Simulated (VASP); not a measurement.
The system is BN.

```
CELL_PARAMETERS angstrom
0.00000 3.47186 2.15155
1.24323 0.00000 2.15155
1.24323 3.47186 0.00000
ATOMIC_POSITIONS crystal
N 0.66665 0.66665 0.33335
B 0.00005 0.00005 0.99995
```

Program: VASP 6.6.1. Alike in all runs: task single point; no spin polarisation; cell as given; k mesh 13 × 13 × 13; cutoff (eV) 520; smearing fermi-dirac 0.05 eV.

Question: Order these runs on this cell by their pressure, lowest first.
A. level PBEsol; potentials or basis VASP PAW PBE potentials, release 64 (N, B)
B. level LDA; potentials or basis VASP PAW LDA potentials, release 64 (N, B)
C. level PBE; potentials or basis VASP PAW PBE potentials, release 64 (N, B)

Answer: B (0.9 GPa), A (5.7 GPa), C (8.2 GPa).

Caveats: the PAW data sets were made with another functional, which shifts forces and pressure a little (some runs).
